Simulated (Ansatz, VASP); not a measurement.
Two plane-wave programs on AlN

```
CELL_PARAMETERS angstrom
3.34120 0.00000 0.00000
-1.67060 2.89356 0.00000
0.00000 0.00000 4.05840
ATOMIC_POSITIONS crystal
Al 0.33333 0.66667 0.75000
Al 0.66667 0.33333 0.25000
N 0.33333 0.66667 0.25000
N 0.66667 0.33333 0.75000
```

Alike in both runs: task single point; functional PBEsol; k mesh 9 × 9 × 6; occupations gaussian, width 0.05 eV; no spin polarisation.

|  | VASP | Ansatz |
| --- | --- | --- |
| version | VASP 6.6.1 | Ansatz 0.2.0 |
| potentials or method | VASP PAW PBE potentials, release 64 (Al, N), cutoff 520 eV | scalar-relativistic, plane waves, PAW |
| valence electrons in the cell | 16 | 16 |

Ansatz gave:

```
gap on the k mesh at the Fermi level (eV)                     : 3.38
least direct gap on the mesh (eV)                             : 3.38
pressure (GPa)                                                : -1.1
traceless stress, the component that is largest in VASP (GPa) : 4.54
```

Task: Estimate VASP's values.

Result: gap on the k mesh at the Fermi level (eV): 3.40; least direct gap on the mesh (eV): 3.40; pressure (GPa): -1.2; traceless stress, the component that is largest in VASP (GPa): 4.55.

VASP's potentials were made for PBE, not for PBEsol.
